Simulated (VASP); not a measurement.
# Dy5C (Immm) in VASP: a series of runs

Runs on Dy5C. Level: PBE. Tasks: single point.

Program: VASP 6.6.1. These are calculated values, not measurements. Logs are shortened: lines on timing, memory, paths and dates and some standing lists are left out, and cuts for length are marked.

## 1. The cell of the first run

It takes space group Immm (No. 71, orthorhombic). The conventional cell has a = 5.018 Å, b = 8.106 Å, c = 8.389 Å, α = 90.00°, β = 90.00°, γ = 90.00°. Within 3.1 Å of Dy (site symmetry m2m) lie 1 C at 2.36 Å. Dy (site symmetry mm2) has 1 C at 2.40 Å within 3.2 Å. Dy (site symmetry mmm) has 2 C at 2.51 Å within 3.3 Å. Within 3.1 Å of C (site symmetry mmm) lie 6 Dy at 2.36 to 2.51 Å.

The cell was generated, and may not be a known phase.

## 2. Single point, PBE

File INCAR:

```
SYSTEM = Dy5C
PREC = Accurate
ENCUT = 600
EDIFF = 1E-6
ISMEAR = 0
SIGMA = 0.2
LREAL = .FALSE.
LASPH = .TRUE.
NELM = 200
ALGO = Normal
ISIF = 2
LWAVE = .FALSE.
LCHARG = .FALSE.
GGA = PE
NBANDS = 34
GGA_COMPAT = .FALSE.
LMAXMIX = 6
```

File KPOINTS:

```
regular mesh
0
G
  4 4 4
  0 0 0
```

File POSCAR:

```
Dy5C
1.0
   -4.0530776083      4.1945411913      2.5089866754
    4.0530776083     -4.1945411913      2.5089866754
    4.0530776083      4.1945411913     -2.5089866754
Dy C
5 1
Direct
    0.0000000000      0.7083586084      0.7083586084
    0.0000000000      0.2916413916      0.2916413916
    0.2864976816      0.0000000000      0.2864976816
    0.7135023184      0.0000000000      0.7135023184
    0.5000000000      0.5000000000      0.0000000000
    0.0000000000      0.0000000000      0.0000000000
```

Potentials or basis: VASP PAW PBE potentials, release 64 (Dy_3, C), 4f in core.

The run is started by

```bash
> cat potpaw_PBE.64/Dy_3/POTCAR potpaw_PBE.64/C/POTCAR > POTCAR
> mpirun -np 1 vasp_std > vasp.out
```

OUTCAR:

```text
SYSTEM = Dy5C
   PREC = Accurate
   ENCUT = 600
   EDIFF = 1E-6
   ISMEAR = 0
   LREAL = .FALSE.
   LASPH = .TRUE.
   NELM = 200
   ISIF = 2
   GGA = PE

 ion  position               nearest neighbor table
   1  0.000  0.708  0.708-   6 2.36   4 3.37   3 3.37   2 3.38   5 3.45   5 3.45   4 3.52   4 3.52
                             3 3.52   3 3.52
   2  0.000  0.292  0.292-   6 2.36   3 3.37   4 3.37   1 3.38   5 3.45   5 3.45   3 3.52   4 3.52
                             3 3.52   4 3.52
   3  0.286  0.000  0.286-   6 2.40   2 3.37   1 3.37   5 3.47   5 3.47   2 3.52   1 3.52   2 3.52
                             1 3.52   4 3.58
   4  0.714  0.000  0.714-   6 2.40   1 3.37   2 3.37   5 3.47   5 3.47   1 3.52   2 3.52   1 3.52
                             2 3.52   3 3.58
   5  0.500  0.500  0.000-   6 2.51   6 2.51   2 3.45   2 3.45   1 3.45   1 3.45   4 3.47   3 3.47
                             4 3.47   3 3.47
   6  0.000  0.000  0.000-   1 2.36   2 2.36   3 2.40   4 2.40   5 2.51   5 2.51

  LATTYP: Found a body centered orthorhombic cell.
 ALAT       =     5.0179733508
 B/A-ratio  =     1.6154241264
 C/A-ratio  =     1.6718068822

  Lattice vectors:

 A1 = (   4.0530776083,  -4.1945411913,   2.5089866754)
 A2 = (  -4.0530776083,  -4.1945411913,  -2.5089866754)
 A3 = (   4.0530776083,   4.1945411913,  -2.5089866754)

Analysis of symmetry for initial positions (statically):
=====================================================================
 Subroutine PRICEL returns:
 Original cell was already a primitive cell.

 Routine SETGRP: Setting up the symmetry group for a
 body centered orthorhombic supercell.

 Subroutine GETGRP returns: Found  8 space group operations
 (whereof  8 operations were pure point group operations)
 out of a pool of  8 trial point group operations.

The static configuration has the point symmetry D_2h.

Analysis of symmetry for dynamics (positions and initial velocities):
=====================================================================
 Subroutine PRICEL returns:
 Original cell was already a primitive cell.

 Routine SETGRP: Setting up the symmetry group for a
 body centered orthorhombic supercell.

 Subroutine GETGRP returns: Found  8 space group operations
 (whereof  8 operations were pure point group operations)
 out of a pool of  8 trial point group operations.

The dynamic configuration has the point symmetry D_2h.

 Subroutine INISYM returns: Found  8 space group operations
 (whereof  8 operations are pure point group operations),
 and found     1 'primitive' translations

----------------------------------------------------------------------------------------

                                     Primitive cell

  volume of cell :     170.6191

  direct lattice vectors                    reciprocal lattice vectors
    -4.053077608  4.194541191  2.508986675     0.000000000  0.119202549  0.199283641
     4.053077608 -4.194541191  2.508986675     0.123363046  0.000000000  0.199283641
     4.053077608  4.194541191 -2.508986675     0.123363046  0.119202549  0.000000000

  length of vectors
     6.349537624  6.349537624  6.349537624     0.232213732  0.234376643  0.171545005

  position of ions in fractional coordinates (direct lattice)
     0.000000000  0.708358608  0.708358608
     0.000000000  0.291641392  0.291641392
     0.286497682  0.000000000  0.286497682
     0.713502318  0.000000000  0.713502318
     0.500000000  0.500000000  0.000000000
     0.000000000  0.000000000  0.000000000

  ion indices of the primitive-cell ions
   primitive index   ion index
                 1           1
                 2           2
                 3           3
                 4           4
                 5           5
                 6           6

----------------------------------------------------------------------------------------

 KPOINTS: regular mesh

Automatic generation of k-mesh.
 Grid dimensions read from file:
 generate k-points for:    4    4    4

 Generating k-lattice:

  Cartesian coordinates                     Fractional coordinates (reciprocal lattice)
     0.000000000  0.029800637  0.049820910     0.250000000  0.000000000  0.000000000
     0.030840762  0.000000000  0.049820910    -0.000000000  0.250000000  0.000000000
     0.030840762  0.029800637  0.000000000    -0.000000000  0.000000000  0.250000000

  Length of vectors
     0.058053433  0.058594161  0.042886251

  Shift w.r.t. Gamma in fractional coordinates (k-lattice)
     0.000000000  0.000000000  0.000000000

 Subroutine IBZKPT returns following result:
 ===========================================

 Found     18 irreducible k-points:

 Following reciprocal coordinates:
            Coordinates               Weight
  0.000000  0.000000  0.000000      1.000000
  0.250000  0.000000  0.000000      4.000000
  0.500000  0.000000  0.000000      2.000000
 -0.000000  0.250000  0.000000      4.000000
  0.250000  0.250000  0.000000      8.000000
  0.500000  0.250000  0.000000      8.000000
[... 10 lines left out ...]
 -0.250000 -0.250000  0.250000      2.000000
  0.500000  0.500000  0.500000      1.000000
   k-points           NKPTS =     18   k-points in BZ     NKDIM =     18   number of bands    NBANDS=     34
   number of dos      NEDOS =    301   number of ions     NIONS =      6
   total plane-waves  NPLWV = 157464
   dimension x,y,z NGX =    54 NGY =   54 NGZ =   54
   dimension x,y,z NGXF=   108 NGYF=  108 NGZF=  108
   ions per type =               5   1
   NGX,Y,Z   is equivalent  to a cutoff of  14.14, 14.14, 14.14 a.u.
   NGXF,Y,Z  is equivalent  to a cutoff of  28.28, 28.28, 28.28 a.u.
 SYSTEM =  Dy5C
   PREC   = accura    normal or accurate (medium, high low for compatibility)
   ISTART =      0    job   : 0-new  1-cont  2-samecut
   ICHARG =      2    charge: 1-file 2-atom 10-const
   ISPIN  =      1    spin polarized calculation?
   LNONCOLLINEAR =      F non collinear calculations
   LSORBIT =      F    spin-orbit coupling
   LASPH  =      T    aspherical Exc in radial PAW
   ENCUT  =  600.0 eV  44.10 Ry    6.64 a.u.  12.68 12.68 12.68*2*pi/ulx,y,z
   NELM   =    200;   NELMIN=  2; NELMDL= -5     # of ELM steps
   EDIFF  = 0.1E-05   stopping-criterion for ELM
   LREAL  =      F    real-space projection
[... 7 lines left out ...]
   TEBEG  =    0.0;   TEEND  =   0.0 temperature during run
   PSTRESS=    0.0 pullay stress
   NELECT =      49.0000    total number of electrons
   NUPDOWN=      -1.0000    fix difference up-down
   EMIN   =  10.00;   EMAX   =-10.00  energy-range for DOS
   EFERMI =   0.00;   METHOD = LEGACY
   ISMEAR =     0;   SIGMA  =   0.20  broadening in eV -4-tet -1-fermi 0-gaus
   EFERMI_NEDOS =   21; number of points for ismear=-14 and -15
   IALGO  =     38    algorithm
   IMIX   =      4    mixing-type and parameters
     AMIX     =   0.40;   BMIX     =  1.00
     AMIX_MAG =   1.60;   BMIX_MAG =  1.00
  volume/ion in A,a.u.               =      28.44       191.90
  Fermi-wavevector in a.u.,A,eV,Ry     =   1.080101  2.041095 15.872797  1.166618
  Thomas-Fermi vector in A             =   2.216083
   LORBIT       =      0    0 simple, 1 ext, 2 COOP (PROOUT), +10 PAW based schemes
   GGA     = PE    functional components
   LHFCALC =     F    Hartree Fock is set to
   AEXX    =    0.0000 exact exchange contribution
   IVDW    =     0    specifies the selected vdW correction
   LEPSILON=     F    determine dielectric tensor
   LRPA    =     F    only Hartree local field effects (RPA)
 non-spin polarized calculation
 Gauss-broadening in eV      SIGMA  =   0.20
  energy-cutoff  :      600.00
  volume of cell :      170.62
 maximum number of plane-waves:      5712
 NGX is ok and might be reduce to    54
   NGX = 25   NGY = 25   NGZ = 25

 number of electron      49.0000001 magnetization

 Free energy of the ion-electron system (eV)
  ---------------------------------------------------
  ext. energy  EPLUGINS =         0.00000000
  ---------------------------------------------------
  free energy    TOTEN  =       -31.79354339 eV

  energy without entropy =      -31.64516764  energy(sigma->0) =      -31.71935551

 E-fermi :   2.8624     XC(G=0):  -9.7289

 val. band max:        2.8271958066   @ k =   0.2500  -0.2500   0.2500
 cond. band min:       2.8684732687   @ k =   0.0000   0.0000   0.0000
 fundamental gap:      0.0412774621
 Fermi energy:         2.8624299865

 k-point     1 :       0.0000    0.0000    0.0000
  band No.  band energies     occupation
      1     -20.6619      2.00000
      2     -20.5487      2.00000
      3     -20.4939      2.00000
      4     -20.4839      2.00000
      5     -20.4471      2.00000
      6     -20.4074      2.00000
[... 26 lines left out ...]
     33       5.1886      0.00000
     34       5.2743      0.00000

 k-point     2 :       0.2500    0.0000    0.0000
  band No.  band energies     occupation
      1     -20.7500      2.00000
      2     -20.5235      2.00000
      3     -20.5106      2.00000
      4     -20.4642      2.00000
      5     -20.4396      2.00000
      6     -20.4232      2.00000
[... 26 lines left out ...]
     33       5.2657      0.00000
     34       5.4884      0.00000

 k-point     3 :       0.5000    0.0000    0.0000
  band No.  band energies     occupation
      1     -20.7517      2.00000
      2     -20.5536      2.00000
      3     -20.5146      2.00000
      4     -20.4935      2.00000
      5     -20.4100      2.00000
      6     -20.3923      2.00000
[... 26 lines left out ...]
     33       5.0936      0.00000
     34       5.2710      0.00000
[... 482 lines left out ...]
 k-point    17 :      -0.2500   -0.2500    0.2500
  band No.  band energies     occupation
      1     -20.7965      2.00000
      2     -20.5465      2.00000
      3     -20.5351      2.00000
      4     -20.4448      2.00000
      5     -20.3722      2.00000
      6     -20.3613      2.00000
[... 26 lines left out ...]
     33       5.5325      0.00000
     34       5.6438      0.00000

 k-point    18 :       0.5000    0.5000    0.5000
  band No.  band energies     occupation
      1     -20.6213      2.00000
      2     -20.4666      2.00000
      3     -20.4590      2.00000
      4     -20.4500      2.00000
      5     -20.3475      2.00000
      6     -20.3058      2.00000
[... 26 lines left out ...]
     33       5.8674      0.00000
     34       5.9054      0.00000

------------------------ aborting loop because EDIFF is reached ----------------------------------------

  FORCE on cell =-STRESS in cart. coord.  units (eV):
  Direction    XX          YY          ZZ          XY          YZ          ZX
  --------------------------------------------------------------------------------------
  -------------------------------------------------------------------------------------
  Total        1.0294209      0.3194879      0.7371065      0.0000000      0.0000000      0.0000000
  in kB        9.6666468      3.0001104      6.9217047      0.0000000      0.0000000      0.0000000
  external PRESSURE =       6.5294873 kB  Pullay stress =       0.0000000 kB

 VOLUME and BASIS-vectors are now :
 -----------------------------------------------------------------------------
  energy-cutoff  :      600.00
  volume of cell :      170.62
      direct lattice vectors                 reciprocal lattice vectors
    -4.053077608  4.194541191  2.508986675     0.000000000  0.119202549  0.199283641
     4.053077608 -4.194541191  2.508986675     0.123363046  0.000000000  0.199283641
     4.053077608  4.194541191 -2.508986675     0.123363046  0.119202549  0.000000000

 POSITION                                       TOTAL-FORCE (eV/Angst)
 -----------------------------------------------------------------------------------
      5.74206      0.00000      0.00000        -0.015596     -0.000000     -0.000000
      2.36409      0.00000      0.00000         0.015596     -0.000000      0.000000
      0.00000      2.40345      0.00000        -0.000000      0.020071      0.000000
      0.00000      5.98563      0.00000         0.000000     -0.020071      0.000000
      0.00000      0.00000      2.50899         0.000000     -0.000000     -0.000000
      0.00000      0.00000      0.00000         0.000000     -0.000000      0.000000
 -----------------------------------------------------------------------------------
    total drift:                                0.000000     -0.000000     -0.000000

  FREE ENERGIE OF THE ION-ELECTRON SYSTEM (eV)
  ---------------------------------------------------
  free  energy   TOTEN  =       -31.7935433867 eV

  energy  without entropy=      -31.6451676427  energy(sigma->0) =      -31.71935551
```

It took 96 s on 1 thread of Intel Xeon 6975P-C (Granite Rapids), shared host; peak memory 0.41 GiB.

What came out:

- Free energy: -31.7935 eV
- Pressure: 0.7 GPa
- Largest force: 0.020 eV/Å
- Band gap on the k mesh: zero (an odd number of electrons rules out a gap without spin polarisation)

Forces in eV/Å, atoms in the order of the input:
```
Dy  -0.016  0.000  0.000
Dy   0.016  0.000  0.000
Dy   0.000  0.020  0.000
Dy   0.000 -0.020  0.000
Dy   0.000  0.000  0.000
C    0.000  0.000  0.000
```

Stress tensor (GPa, compression positive):
```
0.97 0.00 0.00
0.00 0.30 0.00
0.00 0.00 0.69
```

Levels at points of the mesh, in eV from the Fermi level:
```tsv
k point	band 22	band 23	band 24	band 25	band 26	band 27
(0.00, 0.00, 0.00)	-0.28	-0.26	-0.20	0.01	0.12	0.16
(0.50, 0.00, 0.00)	-0.91	-0.59	0.08	0.27	0.67	0.73
(0.00, 0.50, 0.00)	-0.95	-0.64	0.01	0.37	0.58	0.67
(0.50, 0.50, 0.00)	-0.78	-0.71	-0.67	-0.19	0.38	0.63
(0.50, 0.50, 0.50)	-1.39	-1.26	-0.08	0.28	0.44	0.68
```

Caveat: the k points lie up to 0.36 Å⁻¹ apart, too coarse for converged energies and pressures of a metal; spin-orbit coupling is left out, which moves the levels of the heavy elements; the 4f electrons are frozen in the core, so they carry no moment and show no levels.

[end of part 1 of 2]

The gap in the log of VASP goes by the Fermi energy; the results here count the filled bands.